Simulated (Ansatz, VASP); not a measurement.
## One calculation of MgS, two programs

The input POSCAR:

```
MgS
1.0
    3.5710172953      0.0000000000      0.0000000000
   -1.7855086476      3.0925916951      0.0000000000
    0.0000000000      0.0000000000      6.0218646301
Mg S
2 2
Direct
    0.0000000000      0.0000000000      0.0000000000
    0.0000000000      0.0000000000      0.5000000000
    0.3333333333      0.6666666667      0.2500000000
    0.6666666667      0.3333333333      0.7500000000
```

The input INCAR.step1:

```
SYSTEM = MgS
ALGO = Normal ; EDIFF = 1E-5
ENCUT = 750 ; GGA = PE
GGA_COMPAT = .FALSE. ; ISMEAR = 0
LASPH = .TRUE. ; LCHARG = .FALSE.
LREAL = .FALSE. ; LWAVE = .TRUE.
NBANDS = 24 ; NELM = 120
PREC = Accurate ; SIGMA = 0.01
```

Contents of INCAR.step2:

```
SYSTEM = MgS
ALGO = Normal ; EDIFF = 1E-6
ENCUT = 750 ; GGA_COMPAT = .FALSE.
ISIF = 2 ; ISMEAR = 0
ISTART = 1 ; LASPH = .TRUE.
LCHARG = .FALSE. ; LMIXTAU = .TRUE.
LREAL = .FALSE. ; LWAVE = .FALSE.
METAGGA = R2SCAN ; NBANDS = 24
NELM = 120 ; PREC = Accurate
SIGMA = 0.01
```

File KPOINTS:

```
k-points
0
G
  6 6 4
  0 0 0
```

Input for Ansatz:

```yaml
crystal:
  lattice:
    - [3.5710172953, 0.0, 0.0]
    - [-1.7855086476, 3.0925916951, 0.0]
    - [0.0, 0.0, 6.0218646301]
  atoms:
    - { symbol: Mg, position: [0.0, 0.0, 0.0] }
    - { symbol: Mg, position: [0.0, 0.0, 0.5] }
    - { symbol: S, position: [0.3333333333, 0.6666666667, 0.25] }
    - { symbol: S, position: [0.6666666667, 0.3333333333, 0.75] }
kpoints:
  mp_grid: { grid: [6, 6, 4] }
hamiltonian:
  xc: r2scan
scf:
  occupations: { method: fixed }
  n_extra_bands: 5
output:
  forces: true
  stress: true
  eigenvalues: true
```

Alike in both runs: task single point; functional r2SCAN; k mesh 6 × 6 × 4; no spin polarisation.

|  | VASP | Ansatz |
| --- | --- | --- |
| version | VASP 6.6.1 | Ansatz 0.2.0 |
| potentials or method | VASP PAW PBE potentials, release 64 (Mg_sv, S) | plane waves, PAW |
| plane-wave cutoff (eV) | 750 | 500 |
| occupations | gaussian, width 0.01 eV | fixed |
| valence electrons in the cell | 32 | 32 |

```csv
,VASP,Ansatz,Ansatz less VASP
gap on the k mesh at the Fermi level (eV),4.21,4.16,-0.044
pressure (GPa),5.4,5.6,+0.23
"traceless stress, the component that is largest in VASP (GPa)",0.25,0.19,-0.065
```

VASP's potentials were made for PBE, not for r2SCAN.
